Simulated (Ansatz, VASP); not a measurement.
Two plane-wave programs on NaF

```xyz
2
Lattice="0.0000 2.4526 2.0847 2.4526 0.0000 2.0847 2.4526 2.4526 0.0000" Properties=species:S:1:pos:R:3 pbc="T T T"
Na    0.0000    0.0000    0.0000
F     2.4526    2.4526    2.0847
```

Alike in both runs: task single point; functional PBE; k mesh 10 × 10 × 10; occupations gaussian, width 0.05 eV; no spin polarisation.

```csv
,VASP,Ansatz
version,VASP 6.6.1,Ansatz 0.2.0
potentials or method,"VASP PAW PBE potentials, release 64 (Na_pv, F), cutoff 520 eV","scalar-relativistic, plane waves, PAW"
valence electrons in the cell,14,16
```

|  | VASP | Ansatz | Ansatz less VASP |
| --- | --- | --- | --- |
| gap on the k mesh at the Fermi level (eV) | 6.20 | 6.22 | +0.023 |
| least direct gap on the mesh (eV) | 6.20 | 6.22 | +0.023 |
| pressure (GPa) | 5.5 | 5.4 | -0.06 |
| traceless stress, the component that is largest in VASP (GPa) | 13.62 | 13.11 | -0.512 |

VASP's potentials hold 14 valence electrons a cell and Ansatz's 16, so a difference there can come from the potentials and not from the codes.
